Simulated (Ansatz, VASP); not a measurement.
**Two plane-wave programs on BeCd**

File INCAR:

```
SYSTEM = BeCd
PREC     = Accurate       ! precision mode
ENCUT    = 600            ! plane-wave cutoff, eV
EDIFF    = 1E-6           ! SCF threshold, eV
ISMEAR   = 0              ! smearing method
SIGMA    = 0.1            ! smearing width, eV
LREAL    = .FALSE.        ! projectors in reciprocal space
LASPH    = .TRUE.         ! aspherical terms in the spheres
NELM     = 100            ! most SCF steps
ALGO     = Normal         ! electronic algorithm
ISIF     = 3              ! what is computed and relaxed
LWAVE    = .FALSE.        ! write WAVECAR
LCHARG   = .FALSE.        ! write CHGCAR
GGA      = PE             ! functional
IBRION   = 2              ! ionic algorithm
NSW      = 100            ! ionic steps
EDIFFG   = -0.01          ! ionic threshold
```

Contents of KPOINTS:

```
regular mesh
0
G
  18 18 18
  0 0 0
```

The input POSCAR:

```
BeCd
1.0
    3.1842076200      0.0000000000      0.0000000000
    0.0000000000      3.1842076200      0.0000000000
    0.0000000000      0.0000000000      3.1842076200
Be Cd
1 1
Direct
    0.0000000000      0.0000000000      0.0000000000
    0.5000000000      0.5000000000      0.5000000000
```

Input for Ansatz:

```yaml
crystal:
  lattice:
    - [3.18420762, 0.0, 0.0]
    - [0.0, 3.18420762, 0.0]
    - [0.0, 0.0, 3.18420762]
  atoms:
    - { symbol: Be, position: [0.0, 0.0, 0.0] }
    - { symbol: Cd, position: [0.5, 0.5, 0.5] }
basis:
  ecutwfc: 420
kpoints:
  mp_grid: { grid: [18, 18, 18] }
hamiltonian:
  xc: pbe
scf:
  occupations: { method: gaussian, width: 0.1 }
output:
  forces: true
  stress: true
  eigenvalues: true
  write_density: true
  write_potential: true
  elf: true
  volumetric_format: npy
relax:
  adjacent_minimum: "off"
  f_tol: 0.01
  max_steps: 80
  cell: { stress_tol: 0.05 }
```

Alike in both runs: task relaxation of cell and atoms; functional PBE; k mesh 18 × 18 × 18; occupations gaussian, width 0.1 eV; no spin polarisation.

|  | VASP | Ansatz |
| --- | --- | --- |
| version | VASP 6.6.1 | Ansatz 0.2.0 |
| potentials or method | VASP PAW PBE potentials, release 64 (Be, Cd), cutoff 600 eV | scalar-relativistic, plane waves, PAW |
| valence electrons in the cell | 14 | 22 |

VASP gave:

| Property | Result |
| --- | --- |
| gap on the k mesh at the Fermi level, each at its own relaxed structure (eV) | none |
| relaxed volume (Å³/atom) | 15.01 |
| relaxed length of the cell vector where the two differ most in proportion (Å) | 3.108 |

Which values does Ansatz return?

gap on the k mesh at the Fermi level, each at its own relaxed structure (eV): none; relaxed volume (Å³/atom): 14.97; relaxed length of the cell vector where the two differ most in proportion (Å): 3.105.

A gap of «none» marks a metal or a gap that the smearing closes. VASP's potentials hold 14 valence electrons a cell and Ansatz's 22, so a difference there can come from the potentials and not from the codes.
